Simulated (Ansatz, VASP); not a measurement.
One calculation of MgO, two programs

Contents of INCAR:

```
PREC     = Accurate       # precision mode
ENCUT    = 520            # plane-wave cutoff, eV
EDIFF    = 1E-6           # SCF threshold, eV
ISMEAR   = 0              # smearing method
SIGMA    = 0.05           # smearing width, eV
LREAL    = False          # projectors in reciprocal space
LASPH    = True           # aspherical terms in the spheres
NELM     = 60             # most SCF steps
ALGO     = Normal         # electronic algorithm
ISIF     = 2              # what is computed and relaxed
LWAVE    = False          # write WAVECAR
LCHARG   = False          # write CHGCAR
GGA      = PS             # functional
NBANDS   = 36             # bands
```

The input KPOINTS:

```
Automatic mesh
0
Gamma
  9 9 2
```

The input POSCAR:

```
MgO
1.0
    2.1075959645     -2.1075959645      0.0000000000
    2.1075959645      0.0000000000     -2.1075959645
    8.4968058872      8.2860462907      8.0752866943
Mg O
6 6
Direct
    1.0000000000     -0.0381532257      0.3815322575
    0.3333333333      0.3121370968      0.2119623653
    0.6666666667      0.6115564517      0.5511021497
    1.0000000000      0.9109758066      0.8902419341
    0.3333333333      0.2612661291      0.7206720419
    0.6666666667      0.6624274194      0.0423924731
    0.6666666667      0.6369919355      0.2967473114
    0.0000000000     -0.0127177419      0.1271774192
    0.3333333333      0.2867016130      0.4663172036
    0.6666666667      0.5861209679      0.8054569880
    1.0000000000      0.9364112904      0.6358870958
    0.3333333333      0.2358306453      0.9750268802
```

Input for Ansatz:

```yaml
crystal:
  lattice:
    - [2.1075959645, -2.1075959645, 0.0]
    - [2.1075959645, 0.0, -2.1075959645]
    - [8.4968058872, 8.2860462907, 8.0752866943]
  atoms:
    - { symbol: Mg, position: [1.0, -0.0381532257, 0.3815322575] }
    - { symbol: Mg, position: [0.3333333333, 0.3121370968, 0.2119623653] }
    - { symbol: Mg, position: [0.6666666667, 0.6115564517, 0.5511021497] }
    - { symbol: Mg, position: [1.0, 0.9109758066, 0.8902419341] }
    - { symbol: Mg, position: [0.3333333333, 0.2612661291, 0.7206720419] }
    - { symbol: Mg, position: [0.6666666667, 0.6624274194, 0.0423924731] }
    - { symbol: O, position: [0.6666666667, 0.6369919355, 0.2967473114] }
    - { symbol: O, position: [0.0, -0.0127177419, 0.1271774192] }
    - { symbol: O, position: [0.3333333333, 0.286701613, 0.4663172036] }
    - { symbol: O, position: [0.6666666667, 0.5861209679, 0.805456988] }
    - { symbol: O, position: [1.0, 0.9364112904, 0.6358870958] }
    - { symbol: O, position: [0.3333333333, 0.2358306453, 0.9750268802] }
basis:
  ecutwfc: 520.0
kpoints:
  mp_grid: { grid: [9, 9, 2] }
hamiltonian:
  xc: pbesol
  pseudopotentials: { kind: paw, azcp: { folder: soft_1 } }
scf:
  occupations: { method: gaussian, width: 0.05 }
output:
  forces: true
  stress: true
  eigenvalues: true
```

Alike in both runs: task single point; functional PBEsol; k mesh 9 × 9 × 2; occupations gaussian, width 0.05 eV; no spin polarisation.

|  | VASP | Ansatz |
| --- | --- | --- |
| version | VASP 6.6.1 | Ansatz 0.2.0 |
| potentials or method | VASP PAW PBE potentials, release 64 (Mg, O), cutoff 520 eV | scalar-relativistic, plane waves, PAW |
| valence electrons in the cell | 48 | 96 |

|  | VASP | Ansatz | Ansatz less VASP |
| --- | --- | --- | --- |
| gap on the k mesh at the Fermi level (eV) | 4.11 | 4.13 | +0.024 |
| least direct gap on the mesh (eV) | 4.11 | 4.13 | +0.024 |
| pressure (GPa) | 4.5 | 5.0 | +0.49 |
| traceless stress, the component that is largest in VASP (GPa) | 5.39 | 5.24 | -0.158 |
| rms of the force components (eV/Å) | 1.135 | 1.106 | -0.0287 |

VASP's potentials were made for PBE, not for PBEsol, and Ansatz warns of the same on its side. Atom by atom the forces differ by 0.029 eV/Å (rms over components). With one functional, cell and mesh, what is left measures potentials, basis and numerics. VASP's potentials hold 48 valence electrons a cell and Ansatz's 96, so a difference there can come from the potentials and not from the codes.
